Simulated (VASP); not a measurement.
# Hf5C3 (P4/mmm) in VASP: a series of runs, part 2 of 2

VASP 6.6.1.

## Step 3: Single point, PBE

This run uses another cell than the first one, of 15.28 Å³/atom.

Input file INCAR:

```
SYSTEM = Hf5C3
PREC = Accurate
ENCUT = 520
EDIFF = 1E-6
ISMEAR = 0
SIGMA = 0.2
LREAL = .FALSE.
LASPH = .TRUE.
NELM = 80
ALGO = Normal
ISIF = 2
LWAVE = .FALSE.
LCHARG = .TRUE.
GGA = PE
LELF = .TRUE.
LVHAR = .TRUE.
NBANDS = 41
```

Input file KPOINTS:

```
Automatic mesh
0
G
  5 5 2
  0 0 0
```

Input file POSCAR:

```
Hf5C3
1.0
    3.1294625604      0.0000000000      0.0000000000
    0.0000000000      3.1294625604      0.0000000000
    0.0000000000      0.0000000000     12.4841115053
Hf C
5 3
Direct
    0.0000000000      0.0000000000      0.8245233778
    0.0000000000      0.0000000000      0.1754766222
    0.0000000000      0.0000000000      0.3968387112
    0.0000000000      0.0000000000      0.6031612888
    0.5000000000      0.5000000000      0.0000000000
    0.5000000000      0.5000000000      0.2162750316
    0.5000000000      0.5000000000      0.5000000000
    0.5000000000      0.5000000000      0.7837249684
```

Potentials or basis: VASP PAW PBE potentials, release 64 (Hf_pv, C).

Launch:

```console
$ cat potpaw_PBE.64/Hf_pv/POTCAR potpaw_PBE.64/C/POTCAR > POTCAR
$ mpirun -np 1 vasp_std > vasp.out
```

OUTCAR:

```text
SYSTEM = Hf5C3
   PREC = Accurate
   ENCUT = 520
   EDIFF = 1E-6
   ISMEAR = 0
   LREAL = .FALSE.
   LASPH = .TRUE.
   NELM = 80
   ISIF = 2
   GGA = PE

 ion  position               nearest neighbor table
   1  0.000  0.000  0.825-   8 2.27   8 2.27   8 2.27   8 2.27   4 2.76   5 3.11   5 3.11   5 3.11
                             5 3.11
   2  0.000  0.000  0.175-   6 2.27   6 2.27   6 2.27   6 2.27   3 2.76   5 3.11   5 3.11   5 3.11
                             5 3.11
   3  0.000  0.000  0.397-   7 2.56   7 2.56   7 2.56   7 2.56   4 2.58   2 2.76
   4  0.000  0.000  0.603-   7 2.56   7 2.56   7 2.56   7 2.56   3 2.58   1 2.76
   5  0.500  0.500  0.000-   6 2.70   8 2.70   1 3.11   2 3.11   1 3.11   2 3.11   1 3.11   2 3.11
                             1 3.11   2 3.11
   6  0.500  0.500  0.216-   2 2.27   2 2.27   2 2.27   2 2.27   5 2.70
   7  0.500  0.500  0.500-   3 2.56   4 2.56   3 2.56   4 2.56   3 2.56   4 2.56   3 2.56   4 2.56

   8  0.500  0.500  0.784-   1 2.27   1 2.27   1 2.27   1 2.27   5 2.70

  LATTYP: Found a simple tetragonal cell.
 ALAT       =     3.1294625604
 C/A-ratio  =     3.9892189999

  Lattice vectors:

[... 184 lines left out ...]

 k-point     1 :       0.0000    0.0000    0.0000
  band No.  band energies     occupation
      1     -25.9745      2.00000
      2     -25.1021      2.00000
      3     -25.1021      2.00000
      4     -25.0179      2.00000
      5     -24.9554      2.00000
      6     -24.9554      2.00000
[... 517 lines left out ...]
     40       9.5027      0.00000
     41       9.9823      0.00000

------------------------ aborting loop because EDIFF is reached ----------------------------------------

  FORCE on cell =-STRESS in cart. coord.  units (eV):
  Direction    XX          YY          ZZ          XY          YZ          ZX
  --------------------------------------------------------------------------------------
  -------------------------------------------------------------------------------------
  Total       -0.4673115     -0.4673115     -0.7457347      0.0000000     -0.0000000      0.0000000
  in kB       -6.1237849     -6.1237849     -9.7723217      0.0000000     -0.0000000      0.0000000
  external PRESSURE =      -7.3399638 kB  Pullay stress =       0.0000000 kB

 VOLUME and BASIS-vectors are now :
 -----------------------------------------------------------------------------
  energy-cutoff  :      520.00
  volume of cell :      122.26
      direct lattice vectors                 reciprocal lattice vectors
     3.129462560  0.000000000  0.000000000     0.319543685  0.000000000  0.000000000
     0.000000000  3.129462560  0.000000000     0.000000000  0.319543685  0.000000000
     0.000000000  0.000000000 12.484111505     0.000000000  0.000000000  0.080101816

 POSITION                                       TOTAL-FORCE (eV/Angst)
 -----------------------------------------------------------------------------------
      0.00000      0.00000     10.29344        -0.000000     -0.000000     -0.014472
      0.00000      0.00000      2.19067         0.000000     -0.000000      0.014472
      0.00000      0.00000      4.95418         0.000000     -0.000000      0.134237
      0.00000      0.00000      7.52993         0.000000      0.000000     -0.134237
      1.56473      1.56473      0.00000        -0.000000      0.000000      0.000000
      1.56473      1.56473      2.70000        -0.000000     -0.000000     -0.016245
      1.56473      1.56473      6.24206        -0.000000      0.000000      0.000000
      1.56473      1.56473      9.78411        -0.000000      0.000000      0.016245
 -----------------------------------------------------------------------------------
    total drift:                                0.000000     -0.000000      0.000000

  FREE ENERGIE OF THE ION-ELECTRON SYSTEM (eV)
  ---------------------------------------------------
  free  energy   TOTEN  =       -75.5835697318 eV

  energy  without entropy=      -75.4881234265  energy(sigma->0) =      -75.53584658
```

OSZICAR:

```text
N       E                     dE             d eps       ncg     rms          rms(c)
DAV:   1     0.274637612545E+03    0.27464E+03   -0.33834E+04   984   0.147E+03
DAV:   2    -0.645713983413E+02   -0.33921E+03   -0.32107E+03  1148   0.363E+02
DAV:   3    -0.856447273396E+02   -0.21073E+02   -0.20400E+02  1272   0.609E+01
[... 14 lines left out ...]
DAV:  18    -0.755835743523E+02    0.43171E-06   -0.51138E-05  1335   0.288E-02    0.637E-02
DAV:  19    -0.755835737717E+02    0.58059E-06   -0.10565E-05  1176   0.174E-02    0.606E-02
DAV:  20    -0.755835719141E+02    0.18576E-05   -0.35013E-06  1072   0.883E-03    0.307E-02
DAV:  21    -0.755835700533E+02    0.18608E-05   -0.41856E-06  1048   0.674E-03    0.171E-02
DAV:  22    -0.755835697318E+02    0.32148E-06   -0.62716E-07   639   0.369E-03
   1 F= -.75583570E+02 E0= -.75535847E+02  d E =-.954463E-01
```

It took 2.5 min on 1 thread of Intel Xeon 8259CL, shared host; peak memory 0.24 GiB.

Results:

* Free energy: -75.5836 eV
* Pressure: -0.7 GPa
* Largest force: 0.134 eV/Å
* Band gap on the k mesh: zero (bands 31 and 32 overlap by 0.21 eV)

Forces on the atoms (eV/Å):
```
Hf   0.000  0.000 -0.014
Hf   0.000  0.000  0.014
Hf   0.000  0.000  0.134
Hf   0.000  0.000 -0.134
Hf   0.000  0.000  0.000
C    0.000  0.000 -0.016
C    0.000  0.000  0.000
C    0.000  0.000  0.016
```

Caveat: the k points lie up to 0.40 Å⁻¹ apart; spin-orbit coupling is left out, which moves the levels of the heavy elements.

## Step 4: Single point, PBE

This run uses another cell than the first one, of 18.63 Å³/atom.

Input file INCAR:

```
PREC = Accurate ; ENCUT = 520
EDIFF = 1E-6 ; ISMEAR = 0
SIGMA = 0.2 ; LREAL = F
LASPH = T ; NELM = 80
ALGO = Normal ; ISIF = 2
LWAVE = F ; LCHARG = F
GGA = PE ; NBANDS = 41
```

Input file KPOINTS:

```
regular mesh
0
Gamma
  4 4 2
```

Input file POSCAR:

```
Hf5C3
1.0
    4.3210537561      0.0000000000      0.0000000000
    0.0000000000      4.3210537561      0.0000000000
    0.0000000000      0.0000000000      7.9818957166
Hf C
5 3
Direct
    0.0000000000      0.5000000000      0.2597525048
    0.5000000000      0.0000000000      0.2597525048
    0.0000000000      0.5000000000      0.7402474952
    0.5000000000      0.0000000000      0.7402474952
    0.0000000000      0.0000000000      0.5000000000
    0.0000000000      0.0000000000      0.7952498578
    0.0000000000      0.0000000000      0.2047501422
    0.5000000000      0.5000000000      0.5000000000
```

Launch:

```console
$ cat potpaw_PBE.64/Hf_pv/POTCAR potpaw_PBE.64/C/POTCAR > POTCAR
$ mpirun -np 1 vasp_std > vasp.out
```

It took 95 s on 1 thread of Intel Xeon 8259CL, shared host; peak memory 0.26 GiB.

The run converged. Its results:

```
Free energy            : -71.7886 eV
Pressure               : 0.1 GPa
Band gap on the k mesh : zero (bands 31 and 32 overlap by 1.79 eV)
```

Forces in eV/Å, atoms in the order of the input:
```
Hf   0.000  0.000 -0.001
Hf   0.000  0.000 -0.001
Hf   0.000  0.000  0.001
Hf   0.000  0.000  0.001
Hf   0.000  0.000  0.000
C    0.000  0.000  0.002
C    0.000  0.000 -0.002
C    0.000  0.000  0.000
```

Stress tensor (GPa, compression positive):
```
 0.27  0.00  0.00
 0.00  0.27  0.00
 0.00  0.00 -0.39
```

Levels at points of the mesh, in eV from the Fermi level:
```tsv
k point	band 28	band 29	band 30	band 31	band 32	band 33	band 34	band 35
(0.00, 0.00, 0.00)	-1.42	-1.30	-1.29	-1.29	-1.05	-1.05	-0.71	1.18
(0.50, 0.00, 0.00)	-1.21	-0.82	-0.11	0.09	0.42	0.64	0.80	0.87
(0.50, 0.50, 0.00)	-0.82	0.19	0.67	0.67	0.72	0.76	0.76	0.79
(0.00, 0.00, 0.50)	-1.69	-1.34	-1.14	-1.12	-1.12	-1.05	-1.05	0.92
(0.50, 0.00, 0.50)	-1.13	-1.02	-0.33	0.54	0.54	0.71	0.77	0.88
(0.50, 0.50, 0.50)	-0.63	0.33	0.59	0.60	0.60	0.75	1.01	1.01
```

Caveat: the k points lie up to 0.39 Å⁻¹ apart, too coarse for converged energies and pressures of a metal; spin-orbit coupling is left out, which moves the levels of the heavy elements.

## Step 5: Overview

| cell | k mesh | gap on the mesh (eV) | pressure (GPa) | largest force (eV/Å) |
| --- | --- | --- | --- | --- |
| a = 4.118, b = 4.118, c = 6.952 Å, 8 atoms, atomic positions A | 4 × 4 × 2 | none | -1.0 | 0.03 |
| a = 3.129, b = 3.129, c = 12.484 Å, 8 atoms, atomic positions B | 5 × 5 × 2 | none | -0.7 | 0.13 |
| a = 4.321, b = 4.321, c = 7.982 Å, 8 atoms, atomic positions C | 4 × 4 × 2 | none | 0.1 | - |

Alike in all rows: task single point; level PBE; potentials or basis VASP PAW PBE potentials, release 64 (Hf_pv, C); no spin polarisation; cutoff (eV) 520; smearing gaussian 0.2 eV.

Caveats: all runs use coarse meshes; spin-orbit coupling is left out, which moves the levels of the heavy elements.

Absolute energies hang on the potentials; compare differences alone.
